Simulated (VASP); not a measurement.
# BeTe in VASP: single point with PBEsol

Aim: the single point of BeTe with PBEsol.

Everything below comes from runs of VASP 6.6.1. Logs are shortened: lines on timing, memory, paths and dates and some standing lists are left out, and cuts for length are marked.

### 1 The cell of the first run

The cell holds a wire or tube with vacuum around it, 4 atoms: a = 11.300 Å, b = 9.300 Å, c = 3.920 Å, α = 90.00°, β = 90.00°, γ = 90.00°.

### 2 Single point, PBEsol, collinear spin

INCAR reads:

```
ALGO = Normal ; EDIFF = 1E-7
ENCUT = 520 ; GGA = PS
ISIF = 2 ; ISMEAR = 0
ISPIN = 2 ; LASPH = T
LCHARG = F ; LORBIT = 11
LREAL = F ; LWAVE = F
MAGMOM = 0.5 0.5 0.5 0.5 ; NBANDS = 20
NELM = 150 ; PREC = Accurate
SIGMA = 0.05
```

KPOINTS reads:

```
k-points
0
Gamma
  1 1 15
```

POSCAR reads:

```
BeTe
1.0
   11.3000000000      0.0000000000      0.0000000000
    0.0000000000      9.3000000000      0.0000000000
    0.0000000000      0.0000000000      3.9199931013
Be Te
2 2
Direct
    0.4518890382      0.5000000000      0.0000000000
    0.5481109618      0.5000000000      0.5000000000
    0.3378105003      0.5000000000      0.5000000000
    0.6621894997      0.5000000000      0.0000000000
```

Potentials or basis: VASP PAW PBE potentials, release 64 (Be, Te).

Started as:

```console
$ cat potpaw_PBE.64/Be/POTCAR potpaw_PBE.64/Te/POTCAR > POTCAR
$ mpirun -np 1 vasp_std > vasp.out
```

OUTCAR:

```text
EDIFF = 1E-7
   ENCUT = 520
   GGA = PS
   ISIF = 2
   ISMEAR = 0
   ISPIN = 2
   LASPH = T
   LORBIT = 11
   LREAL = F
   NELM = 150
   PREC = Accurate

 ion  position               nearest neighbor table
   1  0.452  0.500  0.000-   2 2.24   2 2.24   3 2.35   3 2.35   4 2.38
   2  0.548  0.500  0.500-   1 2.24   1 2.24   4 2.35   4 2.35   3 2.38
   3  0.338  0.500  0.500-   1 2.35   1 2.35   2 2.38
   4  0.662  0.500  0.000-   2 2.35   2 2.35   1 2.38

  LATTYP: Found a simple orthorhombic cell.
 ALAT       =     3.9199931013
 B/A-ratio  =     2.3724531548
 C/A-ratio  =     2.8826581343

  Lattice vectors:

 A1 = (   0.0000000000,   0.0000000000,  -3.9199931013)
 A2 = (   0.0000000000,   9.3000000000,   0.0000000000)
 A3 = (  11.3000000000,   0.0000000000,   0.0000000000)

Analysis of symmetry for initial positions (statically):
=====================================================================
 Subroutine PRICEL returns:
 Original cell was already a primitive cell.

 Routine SETGRP: Setting up the symmetry group for a
 simple orthorhombic supercell.

 Subroutine GETGRP returns: Found  8 space group operations
 (whereof  4 operations were pure point group operations)
 out of a pool of  8 trial point group operations.

The static configuration has the point symmetry C_2v.
 The point group associated with its full space group is D_2h.

Analysis of symmetry for dynamics (positions and initial velocities):
=====================================================================
 Subroutine PRICEL returns:
 Original cell was already a primitive cell.

 Routine SETGRP: Setting up the symmetry group for a
 simple orthorhombic supercell.

 Subroutine GETGRP returns: Found  8 space group operations
 (whereof  4 operations were pure point group operations)
 out of a pool of  8 trial point group operations.

The dynamic configuration has the point symmetry C_2v.
 The point group associated with its full space group is D_2h.

Analysis of structural, dynamic, and magnetic symmetry:
=====================================================================
 Subroutine PRICEL returns:
 Original cell was already a primitive cell.

 Routine SETGRP: Setting up the symmetry group for a
 simple orthorhombic supercell.

 Subroutine GETGRP returns: Found  8 space group operations
 (whereof  4 operations were pure point group operations)
 out of a pool of  8 trial point group operations.

The overall configuration has the point symmetry C_2v.
 The point group associated with its full space group is D_2h.

 Subroutine INISYM returns: Found  8 space group operations
 (whereof  4 operations are pure point group operations),
 and found     1 'primitive' translations

----------------------------------------------------------------------------------------

                                     Primitive cell

  volume of cell :     411.9521

  direct lattice vectors                    reciprocal lattice vectors
    11.300000000  0.000000000  0.000000000     0.088495575  0.000000000  0.000000000
     0.000000000  9.300000000  0.000000000     0.000000000  0.107526882  0.000000000
     0.000000000  0.000000000  3.919993101     0.000000000  0.000000000  0.255102490

  length of vectors
    11.300000000  9.300000000  3.919993101     0.088495575  0.107526882  0.255102490

  position of ions in fractional coordinates (direct lattice)
     0.451889038  0.500000000  0.000000000
     0.548110962  0.500000000  0.500000000
     0.337810500  0.500000000  0.500000000
     0.662189500  0.500000000  0.000000000

  ion indices of the primitive-cell ions
   primitive index   ion index
                 1           1
                 2           2
                 3           3
                 4           4

----------------------------------------------------------------------------------------

 KPOINTS: k-points

Automatic generation of k-mesh.
 Grid dimensions read from file:
 generate k-points for:    1    1   15

 Generating k-lattice:

  Cartesian coordinates                     Fractional coordinates (reciprocal lattice)
     0.088495575  0.000000000  0.000000000     1.000000000  0.000000000  0.000000000
     0.000000000  0.107526882  0.000000000     0.000000000  1.000000000  0.000000000
     0.000000000  0.000000000  0.017006833     0.000000000  0.000000000  0.066666667

  Length of vectors
     0.088495575  0.107526882  0.017006833

  Shift w.r.t. Gamma in fractional coordinates (k-lattice)
     0.000000000  0.000000000  0.000000000

 Subroutine IBZKPT returns following result:
 ===========================================

 Found      8 irreducible k-points:

 Following reciprocal coordinates:
            Coordinates               Weight
  0.000000  0.000000  0.000000      1.000000
  0.000000  0.000000  0.066667      2.000000
  0.000000  0.000000  0.133333      2.000000
  0.000000  0.000000  0.200000      2.000000
  0.000000  0.000000  0.266667      2.000000
  0.000000  0.000000  0.333333      2.000000
  0.000000  0.000000  0.400000      2.000000
  0.000000  0.000000  0.466667      2.000000
   k-points           NKPTS =      8   k-points in BZ     NKDIM =      8   number of bands    NBANDS=     20
   number of dos      NEDOS =    301   number of ions     NIONS =      4
   total plane-waves  NPLWV = 176400
   dimension x,y,z NGX =    84 NGY =   70 NGZ =   30
   dimension x,y,z NGXF=   168 NGYF=  140 NGZF=   60
   ions per type =               2   2
   NGX,Y,Z   is equivalent  to a cutoff of  12.36, 12.51, 12.72 a.u.
   NGXF,Y,Z  is equivalent  to a cutoff of  24.72, 25.03, 25.45 a.u.
 SYSTEM =  unknown system
   PREC   = accura    normal or accurate (medium, high low for compatibility)
   ISTART =      0    job   : 0-new  1-cont  2-samecut
   ICHARG =      2    charge: 1-file 2-atom 10-const
   ISPIN  =      2    spin polarized calculation?
   LNONCOLLINEAR =      F non collinear calculations
   LSORBIT =      F    spin-orbit coupling
   LASPH  =      T    aspherical Exc in radial PAW
   ENCUT  =  520.0 eV  38.22 Ry    6.18 a.u.  21.01 17.29  7.29*2*pi/ulx,y,z
   NELM   =    150;   NELMIN=  2; NELMDL= -5     # of ELM steps
   EDIFF  = 0.1E-06   stopping-criterion for ELM
   LREAL  =      F    real-space projection
   EDIFFG = 0.1E-05   stopping-criterion for IOM
   NSW    =      0    number of steps for IOM
   IBRION =     -1    ionic relax: 0-MD 1-quasi-New 2-CG
   NFREE  =      0    steps in history (QN), initial steepest desc. (CG)
   ISIF   =      2    stress and relaxation
   ISYM   =      2    0-nonsym 1-usesym 2-fastsym
   POTIM  = 0.5000    time-step for ionic-motion
   TEBEG  =    0.0;   TEEND  =   0.0 temperature during run
   PSTRESS=    0.0 pullay stress
   NELECT =      16.0000    total number of electrons
   NUPDOWN=      -1.0000    fix difference up-down
   EMIN   =  10.00;   EMAX   =-10.00  energy-range for DOS
   EFERMI =   0.00;   METHOD = LEGACY
   ISMEAR =     0;   SIGMA  =   0.05  broadening in eV -4-tet -1-fermi 0-gaus
   EFERMI_NEDOS =   21; number of points for ismear=-14 and -15
   IALGO  =     38    algorithm
   IMIX   =      4    mixing-type and parameters
     AMIX     =   0.40;   BMIX     =  1.00
     AMIX_MAG =   1.60;   BMIX_MAG =  1.00
  volume/ion in A,a.u.               =     102.99       695.00
  Fermi-wavevector in a.u.,A,eV,Ry     =   0.554412  1.047687  4.182058  0.307373
  Thomas-Fermi vector in A             =   1.587706
   LORBIT       =     11    0 simple, 1 ext, 2 COOP (PROOUT), +10 PAW based schemes
   GGA     = PS    functional components
   LHFCALC =     F    Hartree Fock is set to
   AEXX    =    0.0000 exact exchange contribution
   IVDW    =     0    specifies the selected vdW correction
   LEPSILON=     F    determine dielectric tensor
   LRPA    =     F    only Hartree local field effects (RPA)
 spin polarized calculation
 Gauss-broadening in eV      SIGMA  =   0.05
  energy-cutoff  :      520.00
  volume of cell :      411.95
 maximum number of plane-waves:     11114
   NGX = 43   NGY = 35   NGZ = 15

 number of electron      16.0000000 magnetization      -0.0000096

 number of electron      16.0000000 magnetization       0.0000057

 Free energy of the ion-electron system (eV)
  ---------------------------------------------------
  ext. energy  EPLUGINS =         0.00000000
  ---------------------------------------------------
  free energy    TOTEN  =       -14.88084840 eV

  energy without entropy =      -14.88084840  energy(sigma->0) =      -14.88084840

 E-fermi :  -3.2495     XC(G=0):  -3.0575

 val. band max:       -3.5286595133   @ k =   0.0000   0.0000   0.0000
 cond. band min:      -0.3631887955   @ k =   0.0000   0.0000   0.4667
 fundamental gap:      3.1654707178
 Fermi energy:        -3.2494807170

 spin component 1

 k-point     1 :       0.0000    0.0000    0.0000
  band No.  band energies     occupation
      1     -14.4273      1.00000
      2     -13.7253      1.00000
      3      -7.3418      1.00000
      4      -5.6801      1.00000
      5      -5.4714      1.00000
      6      -4.6455      1.00000
[... 160 lines left out ...]
      6      -5.5799      1.00000
[... 12 lines left out ...]
     19       4.5659      0.00000
     20       4.9392      0.00000
 Fermi energy:        -3.2494807170

 spin component 2

 k-point     1 :       0.0000    0.0000    0.0000
  band No.  band energies     occupation
      1     -14.4273      1.00000
      2     -13.7253      1.00000
      3      -7.3418      1.00000
      4      -5.6801      1.00000
      5      -5.4714      1.00000
      6      -4.6455      1.00000
[... 173 lines left out ...]
     19       4.5664      0.00000
     20       4.9412      0.00000

------------------------ aborting loop because EDIFF is reached ----------------------------------------

  FORCE on cell =-STRESS in cart. coord.  units (eV):
  Direction    XX          YY          ZZ          XY          YZ          ZX
  --------------------------------------------------------------------------------------
  -------------------------------------------------------------------------------------
  Total        0.3687804      0.0429946      0.2438194      0.0000000      0.0000000      0.0000000
  in kB        1.4342727      0.1672159      0.9482702      0.0000000      0.0000000      0.0000000
  external PRESSURE =       0.8499196 kB  Pullay stress =       0.0000000 kB

 VOLUME and BASIS-vectors are now :
 -----------------------------------------------------------------------------
  energy-cutoff  :      520.00
  volume of cell :      411.95
      direct lattice vectors                 reciprocal lattice vectors
    11.300000000  0.000000000  0.000000000     0.088495575  0.000000000  0.000000000
     0.000000000  9.300000000  0.000000000     0.000000000  0.107526882  0.000000000
     0.000000000  0.000000000  3.919993101     0.000000000  0.000000000  0.255102490

 POSITION                                       TOTAL-FORCE (eV/Angst)
 -----------------------------------------------------------------------------------
      5.10635      4.65000      0.00000         0.006213      0.000000      0.000000
      6.19365      4.65000      1.96000        -0.006213      0.000000      0.000000
      3.81726      4.65000      1.96000        -0.088206      0.000000      0.000000
      7.48274      4.65000      0.00000         0.088206      0.000000      0.000000
 -----------------------------------------------------------------------------------
    total drift:                                0.000000      0.000000      0.000000

  FREE ENERGIE OF THE ION-ELECTRON SYSTEM (eV)
  ---------------------------------------------------
  free  energy   TOTEN  =       -14.8808483965 eV

  energy  without entropy=      -14.8808483965  energy(sigma->0) =      -14.88084840

 total charge

# of ion       s       p       d       tot
------------------------------------------
    1        0.393   0.602   0.000   0.994
    2        0.393   0.602   0.000   0.994
    3        1.367   2.084   0.030   3.481
    4        1.367   2.084   0.030   3.481
--------------------------------------------------
tot          3.519   5.371   0.060   8.950

 magnetization (x)

# of ion       s       p       d       tot
------------------------------------------
    1        0.000  -0.000   0.000  -0.000
    2        0.000  -0.000   0.000  -0.000
    3       -0.000  -0.000  -0.000  -0.000
    4       -0.000  -0.000  -0.000  -0.000
--------------------------------------------------
tot         -0.000  -0.000  -0.000  -0.000
```

Wall time 6.4 min (1 thread of Intel Xeon 8259CL, shared host); peak memory 0.61 GiB.

What came out:

```
Free energy                                           : -14.8808 eV
Largest force                                         : 0.088 eV/Å
Band gap on the k mesh                                : 3.17 eV (least direct gap 3.36 eV)
Net moment                                            : 0.00 μB per cell
Valence electrons inside the program's atomic spheres : Be 0.99; Te 3.48
```

Forces on the atoms (eV/Å):
```
Be   0.006  0.000  0.000
Be  -0.006  0.000  0.000
Te  -0.088  0.000  0.000
Te   0.088  0.000  0.000
```

Levels at points of the mesh, in eV from the valence-band top:
Spin up:
```csv
k point,band 5,band 6,band 7,band 8,band 9,band 10,band 11,band 12
"(0.00, 0.00, 0.00)",-1.94,-1.12,-0.55,0.00,3.50,3.69,3.80,4.12
```
Spin down:
| k point | band 4 | band 5 | band 6 | band 7 | band 8 | band 9 | band 10 | band 11 | band 12 | band 13 |
| --- | --- | --- | --- | --- | --- | --- | --- | --- | --- | --- |
| (0.00, 0.00, 0.00) | -2.15 | -1.94 | -1.12 | -0.55 | 0.00 | 3.50 | 3.69 | 3.80 | 4.12 | 5.14 |

Caveat: the PAW data sets were made with another functional, which shifts forces and pressure a little; spin-orbit coupling is left out, which moves the levels of the heavy elements.
